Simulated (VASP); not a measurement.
Here is a VASP 6.6.1 calculation.

The input INCAR:

```
SYSTEM = Ga
  PREC = Accurate
  ENCUT = 520
  EDIFF = 1E-6
  ISMEAR = -1
  SIGMA = 0.1
  LREAL = .FALSE.
  LASPH = .TRUE.
  NELM = 60
  ALGO = Normal
  ISIF = 2
  LWAVE = .FALSE.
  LCHARG = .TRUE.
  GGA = PE
  LELF = .TRUE.
  LVHAR = .TRUE.
  NBANDS = 20
```

The input KPOINTS:

```
regular mesh
0
G
  15 15 15
  0 0 0
```

Contents of POSCAR:

```
Ga
1.0
    0.0000000000      2.9008589111      2.9008589111
    2.9008589111      0.0000000000      2.9008589111
    2.9008589111      2.9008589111      0.0000000000
Ga
2
Direct
    0.1250000000      0.1250000000      0.1250000000
    0.8750000000      0.8750000000      0.8750000000
```

Potentials or basis: VASP PAW PBE potentials, release 64 (Ga_d).

Run with:

```bash
$ cat potpaw_PBE.64/Ga_d/POTCAR > POTCAR
$ mpirun -np 1 vasp_std > vasp.out
```

Problem. Estimate the pressure.

Solution. 1.8 GPa.

Problem. Predict the band gap on the k mesh.

Solution. Zero (bands 13 and 14 overlap by 4.07 eV).
